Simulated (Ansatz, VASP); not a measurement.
# Pd: VASP beside Ansatz

INCAR

```
SYSTEM = Pd
PREC     = Accurate       ! precision mode
ENCUT    = 520            ! plane-wave cutoff, eV
EDIFF    = 1E-7           ! SCF threshold, eV
ISMEAR   = -1             ! smearing method
SIGMA    = 0.05           ! smearing width, eV
LREAL    = .FALSE.        ! projectors in reciprocal space
LASPH    = .TRUE.         ! aspherical terms in the spheres
NELM     = 150            ! most SCF steps
ALGO     = Normal         ! electronic algorithm
ISIF     = 2              ! what is computed and relaxed
LWAVE    = .FALSE.        ! write WAVECAR
LCHARG   = .TRUE.         ! write CHGCAR
ISPIN    = 2              ! spin polarisation
MAGMOM   = 0.5 -0.5       ! initial moments
LORBIT   = 11             ! projections on sites
LMAXMIX  = 4              ! l up to which the mixer works
GGA      = B5             ! functional
ALDAX    = 1.0          
AGGAX    = 1.0          
AGGAC    = 1.0          
ALDAC    = 0.0          
LELF     = .TRUE.         ! ELF
LVHAR    = .TRUE.       
NBANDS   = 21             ! bands
```

Contents of KPOINTS:

```
Automatic mesh
0
G
  21 21 11
  0 0 0
```

POSCAR

```
Pd
1.0
    2.8217590248      0.0000000000      0.0000000000
   -1.4108795124      2.4437149989      0.0000000000
    0.0000000000      0.0000000000      4.7639180449
Pd
2
Direct
    0.3333333333      0.6666666667      0.2500000000
    0.6666666667      0.3333333333      0.7500000000
```

Input for Ansatz:

```yaml
crystal:
  lattice:
    - [2.8217590248, 0.0, 0.0]
    - [-1.4108795124, 2.4437149989, 0.0]
    - [0.0, 0.0, 4.7639180449]
  atoms:
    - { symbol: Pd, position: [0.3333333333, 0.6666666667, 0.25], spin: 0.5 }
    - { symbol: Pd, position: [0.6666666667, 0.3333333333, 0.75], spin: -0.5 }
hamiltonian:
  xc: blyp
  pseudopotentials:
    kind: paw
    azcp:
      Pd: "pseudopotentials/Pd.paw.azcp"
basis:
  ecutwfc: 420
  fft_grid_basis: typed
kpoints:
  mp_grid: { grid: [21, 21, 11], shift: [0, 0, 0] }
magnetization:
  spin_polarized: true
scf:
  occupations: { method: fermi_dirac, width: 0.05 }
```

Alike in both runs: task single point; functional BLYP; k mesh 21 × 21 × 11; occupations fermi-dirac, width 0.05 eV; collinear spin.

|  | VASP | Ansatz |
| --- | --- | --- |
| version | VASP 6.6.1 | Ansatz 0.2.0 |
| potentials or method | VASP PAW PBE potentials, release 64 (Pd), cutoff 520 eV | plane waves (420 eV) with PAW, scalar-relativistic |
| valence electrons in the cell | 20 | 36 |

|  | VASP | Ansatz | Ansatz less VASP |
| --- | --- | --- | --- |
| net moment per atom (μB) | 0.00 | 0.31 | +0.315 |
| size of the moment on the site where the two differ most (μB) | 0.00 | 0.32 | +0.322 |

The net moments are unlike, so the other rows may belong to different states. VASP's potentials were made for PBE, not for BLYP. Site moments also hang on the region over which each program counts them. VASP's potentials hold 20 valence electrons a cell and Ansatz's 36, so a difference there can come from the potentials and not from the codes. Ansatz's warnings: seeded moment not kept.
